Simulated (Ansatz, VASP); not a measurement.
**Two plane-wave programs on CsI**

```
Cs I
1.0
     4.60808    0.00000    0.00000
     0.00000    4.60808    0.00000
     0.00000    0.00000    4.60808
Cs I
1 1
Direct
  0.00000 0.00000 0.00000
  0.50000 0.50000 0.50000
```

Alike in both runs: task single point; functional PBE-based screened hybrid; k mesh 4 × 4 × 4; no spin polarisation.

|  | VASP | Ansatz |
| --- | --- | --- |
| version | VASP 6.6.1 | Ansatz 0.2.0 |
| potentials or method | VASP PAW PBE potentials, release 64 (Cs_sv, I) | plane waves |
| plane-wave cutoff (eV) | 400 | 420 |
| occupations | gaussian, width 0.01 eV | fixed |
| valence electrons in the cell | 16 | 26 |

Ansatz gave:

```
gap on the k mesh at the Fermi level (eV) : 4.38
pressure (GPa)                            : 0.2
```

Problem. Which values does VASP return?

Solution. gap on the k mesh at the Fermi level (eV): 4.36; pressure (GPa): 0.2.

VASP's potentials were made for PBE, not for PBE-based screened hybrid. VASP's potentials hold 16 valence electrons a cell and Ansatz's 26, so a difference there can come from the potentials and not from the codes. Ansatz's warnings: stress exchange threshold loose, stress scf threshold loose.

Neither program's run includes spin-orbit coupling.
